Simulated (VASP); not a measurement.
# InP3 (R-3m) in VASP: a series of runs, part 2 of 3

VASP 6.6.1. Earlier steps stand in the parts before.

**3. Single point, r2SCAN**

This run uses another cell than the first one, of 19.61 Å³/atom.

POSCAR reads:

```
InP3
1.0
    3.6921218710      2.1316475578      3.3219443389
   -3.6921218710      2.1316475578      3.3219443389
    0.0000000000     -4.2632951105      3.3219443421
In P
2 6
Direct
    0.2702922650      0.2702922650      0.2702922650
    0.7297077350      0.7297077350      0.7297077350
    0.7962502417      0.2450782429      0.7962502417
    0.7962502417      0.7962502417      0.2450782429
    0.2450782429      0.7962502417      0.7962502417
    0.2037497583      0.7549217571      0.2037497583
    0.7549217571      0.2037497583      0.2037497583
    0.2037497583      0.2037497583      0.7549217571
```

INCAR.step1 reads:

```
SYSTEM = InP3
PREC     = Accurate       ! precision mode
ENCUT    = 520            ! plane-wave cutoff, eV
ISMEAR   = -1             ! smearing method
SIGMA    = 0.1            ! smearing width, eV
LREAL    = .False.        ! projectors in reciprocal space
LASPH    = .True.         ! aspherical terms in the spheres
NELM     = 60             ! most SCF steps
NBANDS   = 38             ! bands
GGA      = PE             ! functional
ALGO     = Normal         ! electronic algorithm
EDIFF    = 1E-4           ! SCF threshold, eV
LWAVE    = .True.         ! write WAVECAR
LCHARG   = .False.        ! write CHGCAR
```

INCAR.step2 reads:

```
SYSTEM = InP3
PREC     = Accurate       ! precision mode
ENCUT    = 520            ! plane-wave cutoff, eV
EDIFF    = 1E-6           ! SCF threshold, eV
ISMEAR   = -1             ! smearing method
SIGMA    = 0.1            ! smearing width, eV
LREAL    = .False.        ! projectors in reciprocal space
LASPH    = .True.         ! aspherical terms in the spheres
NELM     = 60             ! most SCF steps
ALGO     = Normal         ! electronic algorithm
ISIF     = 2              ! what is computed and relaxed
LWAVE    = .False.        ! write WAVECAR
LCHARG   = .False.        ! write CHGCAR
METAGGA  = R2SCAN         ! meta-GGA
LMIXTAU  = .True.       
NBANDS   = 38             ! bands
ISTART   = 1
```

KPOINTS reads:

```
Automatic mesh
0
Gamma
  6 6 6
  0 0 0
```

Potentials or basis: VASP PAW PBE potentials, release 64 (In_d, P).

Run with:

```bash
$ cat potpaw_PBE.64/In_d/POTCAR potpaw_PBE.64/P/POTCAR > POTCAR
$ cp INCAR.step1 INCAR
$ mpirun -np 1 vasp_std > vasp.out
$ cp INCAR.step2 INCAR
$ mpirun -np 1 vasp_std > vasp.out
```

OUTCAR:

```text
SYSTEM = InP3
   PREC = Accurate
   ENCUT = 520
   EDIFF = 1E-6
   ISMEAR = -1
   LREAL = .False.
   LASPH = .True.
   NELM = 60
   ISIF = 2
   METAGGA = R2SCAN
   ISTART = 1

 ion  position               nearest neighbor table
   1  0.270  0.270  0.270-   8 2.62   7 2.62   6 2.62   8 2.88   6 2.88   7 2.88
   2  0.730  0.730  0.730-   4 2.62   3 2.62   5 2.62   4 2.88   5 2.88   3 2.88
   3  0.796  0.245  0.796-   7 2.20   8 2.20   2 2.62   2 2.88
   4  0.796  0.796  0.245-   6 2.20   7 2.20   2 2.62   2 2.88
   5  0.245  0.796  0.796-   6 2.20   8 2.20   2 2.62   2 2.88
   6  0.204  0.755  0.204-   5 2.20   4 2.20   1 2.62   1 2.88
   7  0.755  0.204  0.204-   3 2.20   4 2.20   1 2.62   1 2.88
   8  0.204  0.204  0.755-   3 2.20   5 2.20   1 2.62   1 2.88

  LATTYP: Found a trigonal (rhomboedric) cell.
 ALAT       =     5.4047201048
 COS(alpha) =     0.0666691188

  Lattice vectors:

 A1 = (   3.6921218710,   2.1316475578,   3.3219443389)
 A2 = (  -3.6921218710,   2.1316475578,   3.3219443389)
 A3 = (   0.0000000000,  -4.2632951105,   3.3219443421)

Analysis of symmetry for initial positions (statically):
=====================================================================
 Subroutine PRICEL returns:
 Original cell was already a primitive cell.

 Routine SETGRP: Setting up the symmetry group for a
 trigonal (rhombohedral) supercell.

 Subroutine GETGRP returns: Found 12 space group operations
 (whereof 12 operations were pure point group operations)
 out of a pool of 12 trial point group operations.

The static configuration has the point symmetry D_3d.

Analysis of symmetry for dynamics (positions and initial velocities):
=====================================================================
 Subroutine PRICEL returns:
 Original cell was already a primitive cell.

 Routine SETGRP: Setting up the symmetry group for a
 trigonal (rhombohedral) supercell.

 Subroutine GETGRP returns: Found 12 space group operations
 (whereof 12 operations were pure point group operations)
 out of a pool of 12 trial point group operations.

The dynamic configuration has the point symmetry D_3d.

 Subroutine INISYM returns: Found 12 space group operations
 (whereof 12 operations are pure point group operations),
 and found     1 'primitive' translations

----------------------------------------------------------------------------------------

                                     Primitive cell

  volume of cell :     156.8682

  direct lattice vectors                    reciprocal lattice vectors
     3.692121871  2.131647558  3.321944339     0.135423482  0.078186784  0.100342841
    -3.692121871  2.131647558  3.321944339    -0.135423482  0.078186784  0.100342841
     0.000000000 -4.263295110  3.321944342     0.000000000 -0.156373568  0.100342841

  length of vectors
     5.404720105  5.404720105  5.404720105     0.185799296  0.185799296  0.185799296

  position of ions in fractional coordinates (direct lattice)
     0.270292265  0.270292265  0.270292265
     0.729707735  0.729707735  0.729707735
     0.796250242  0.245078243  0.796250242
     0.796250242  0.796250242  0.245078243
[... 45 lines left out ...]
  0.166667  0.000000 -0.000000      6.000000
  0.333333  0.000000 -0.000000      6.000000
  0.500000  0.000000 -0.000000      3.000000
  0.166667  0.166667 -0.000000      6.000000
  0.333333  0.166667 -0.000000     12.000000
[... 16 lines left out ...]
  0.500000  0.500000  0.166667      6.000000
 -0.333333  0.500000  0.166667     12.000000
 [... further k-points ...]
   k-points           NKPTS =     32   k-points in BZ     NKDIM =     32   number of bands    NBANDS=     38
   number of dos      NEDOS =    301   number of ions     NIONS =      8
   total plane-waves  NPLWV =  64000
   dimension x,y,z NGX =    40 NGY =   40 NGZ =   40
   dimension x,y,z NGXF=    80 NGYF=   80 NGZF=   80
   ions per type =               2   6
   NGX,Y,Z   is equivalent  to a cutoff of  12.30, 12.30, 12.30 a.u.
   NGXF,Y,Z  is equivalent  to a cutoff of  24.61, 24.61, 24.61 a.u.
 SYSTEM =  InP3
   PREC   = accura    normal or accurate (medium, high low for compatibility)
   ISTART =      1    job   : 0-new  1-cont  2-samecut
   ICHARG =      0    charge: 1-file 2-atom 10-const
   ISPIN  =      1    spin polarized calculation?
   LNONCOLLINEAR =      F non collinear calculations
   LSORBIT =      F    spin-orbit coupling
   LASPH  =      T    aspherical Exc in radial PAW
   ENCUT  =  520.0 eV  38.22 Ry    6.18 a.u.  10.05 10.05 10.05*2*pi/ulx,y,z
   NELM   =     60;   NELMIN=  2; NELMDL=  0     # of ELM steps
   EDIFF  = 0.1E-05   stopping-criterion for ELM
   LREAL  =      F    real-space projection
   EDIFFG = 0.1E-04   stopping-criterion for IOM
   NSW    =      0    number of steps for IOM
   IBRION =     -1    ionic relax: 0-MD 1-quasi-New 2-CG
   NFREE  =      0    steps in history (QN), initial steepest desc. (CG)
   ISIF   =      2    stress and relaxation
   ISYM   =      2    0-nonsym 1-usesym 2-fastsym
   POTIM  = 0.5000    time-step for ionic-motion
   TEBEG  =    0.0;   TEEND  =   0.0 temperature during run
   PSTRESS=    0.0 pullay stress
   NELECT =      56.0000    total number of electrons
   NUPDOWN=      -1.0000    fix difference up-down
   EMIN   =  10.00;   EMAX   =-10.00  energy-range for DOS
   EFERMI =   0.00;   METHOD = LEGACY
   ISMEAR =    -1;   SIGMA  =   0.10  broadening in eV -4-tet -1-fermi 0-gaus
   EFERMI_NEDOS =   21; number of points for ismear=-14 and -15
   IALGO  =     38    algorithm
   IMIX   =      4    mixing-type and parameters
     AMIX     =   0.40;   BMIX     =  1.00
     AMIX_MAG =   1.60;   BMIX_MAG =  1.00
  volume/ion in A,a.u.               =      19.61       132.32
  Fermi-wavevector in a.u.,A,eV,Ry     =   1.161339  2.194613 18.350303  1.348709
  Thomas-Fermi vector in A             =   2.297912
   LORBIT       =      0    0 simple, 1 ext, 2 COOP (PROOUT), +10 PAW based schemes
   METAGGA = R2SCAN    functional components
   LHFCALC =     F    Hartree Fock is set to
   AEXX    =    0.0000 exact exchange contribution
   IVDW    =     0    specifies the selected vdW correction
   LEPSILON=     F    determine dielectric tensor
   LRPA    =     F    only Hartree local field effects (RPA)
 non-spin polarized calculation
  energy-cutoff  :      520.00
  volume of cell :      156.87
 maximum number of plane-waves:      4254
   NGX = 21   NGY = 21   NGZ = 21

 number of electron      56.0000009 magnetization

 Free energy of the ion-electron system (eV)
  ---------------------------------------------------
  ext. energy  EPLUGINS =         0.00000000
  ---------------------------------------------------
  free energy    TOTEN  =      -100.12285372 eV

  energy without entropy =     -100.09065374  energy(sigma->0) =     -100.10675373

 E-fermi :   6.8662     XC(G=0): -10.7675

 val. band max:        6.8538893703   @ k =   0.5000   0.5000   0.3333
 cond. band min:       6.8807233314   @ k =   0.0000   0.0000   0.0000
 fundamental gap:      0.0268339611
 Fermi energy:         6.8661572042

 k-point     1 :       0.0000    0.0000    0.0000
  band No.  band energies     occupation
      1      -8.3043      2.00000
      2      -8.3043      2.00000
      3      -8.1943      2.00000
      4      -8.1422      2.00000
      5      -8.1422      2.00000
      6      -8.0249      2.00000
[... 973 lines left out ...]
     37      11.8496      0.00000
     38      12.0652      0.00000

 [... further k-points ...]

------------------------ aborting loop because EDIFF is reached ----------------------------------------

  FORCE on cell =-STRESS in cart. coord.  units (eV):
  Direction    XX          YY          ZZ          XY          YZ          ZX
  --------------------------------------------------------------------------------------
  -------------------------------------------------------------------------------------
  Total        2.7217154      2.7217154      1.6346888      0.0000000     -0.0000000      0.0000000
  in kB       27.7983017     27.7983017     16.6959309      0.0000000     -0.0000000      0.0000000
  external PRESSURE =      24.0975114 kB  Pullay stress =       0.0000000 kB

 VOLUME and BASIS-vectors are now :
 -----------------------------------------------------------------------------
  energy-cutoff  :      520.00
  volume of cell :      156.87
      direct lattice vectors                 reciprocal lattice vectors
     3.692121871  2.131647558  3.321944339     0.135423482  0.078186784  0.100342841
    -3.692121871  2.131647558  3.321944339    -0.135423482  0.078186784  0.100342841
     0.000000000 -4.263295110  3.321944342     0.000000000 -0.156373568  0.100342841

 POSITION                                       TOTAL-FORCE (eV/Angst)
 -----------------------------------------------------------------------------------
      0.00000      0.00000      2.69369        -0.000000      0.000000      0.017757
      0.00000      0.00000      7.27215        -0.000000     -0.000000     -0.017757
      2.03499     -1.17490      6.10433         0.050525     -0.029171      0.087529
      0.00000      2.34981      6.10433        -0.000000      0.058342      0.087529
     -2.03499     -1.17490      6.10433        -0.050525     -0.029171      0.087529
     -2.03499      1.17490      3.86150        -0.050525      0.029171     -0.087529
      2.03499      1.17490      3.86150         0.050525      0.029171     -0.087529
      0.00000     -2.34981      3.86150        -0.000000     -0.058342     -0.087529
 -----------------------------------------------------------------------------------
    total drift:                                0.000000      0.000000     -0.000000

  FREE ENERGIE OF THE ION-ELECTRON SYSTEM (eV)
  ---------------------------------------------------
  free  energy   TOTEN  =      -100.1228537213 eV

  energy  without entropy=     -100.0906537370  energy(sigma->0) =     -100.10675373
```

Wall time 8.2 min (1 thread of Intel Xeon 8259CL, shared host); peak memory 0.35 GiB.

What came out:

* Free energy: -100.1229 eV
* Pressure: 2.4 GPa
* Largest force: 0.105 eV/Å
* Band gap on the k mesh: zero (bands 28 and 29 overlap by 0.41 eV)

Forces in eV/Å, atoms in the order of the input:
```
In   0.000  0.000  0.018
In   0.000  0.000 -0.018
P    0.051 -0.029  0.088
P    0.000  0.058  0.088
P   -0.051 -0.029  0.088
P   -0.051  0.029 -0.088
P    0.051  0.029 -0.088
P    0.000 -0.058 -0.088
```

Levels at points of the mesh, in eV from the Fermi level:
```
           k point  band 25  band 26  band 27  band 28  band 29  band 30  band 31  band 32
(0.00, 0.00, 0.00)    -2.43    -2.00    -0.82    -0.82    -0.25     0.01     2.42     2.55
(0.50, 0.00, 0.00)    -2.74    -1.64    -1.20    -1.19     0.60     2.79     3.02     3.30
(0.50, 0.50, 0.00)    -1.45    -0.85    -0.67    -0.11     1.56     1.78     2.51     2.79
(0.50, 0.50, 0.50)    -0.07    -0.07     0.16     0.16     2.00     2.01     2.01     2.15
```

Caveat: semilocal functionals underestimate gaps, so a narrow gap can read as zero; the PAW data sets were made with another functional, which shifts forces and pressure a little; spin-orbit coupling is left out, which moves the levels of the heavy elements.

(Continued in part 3 of 3.)
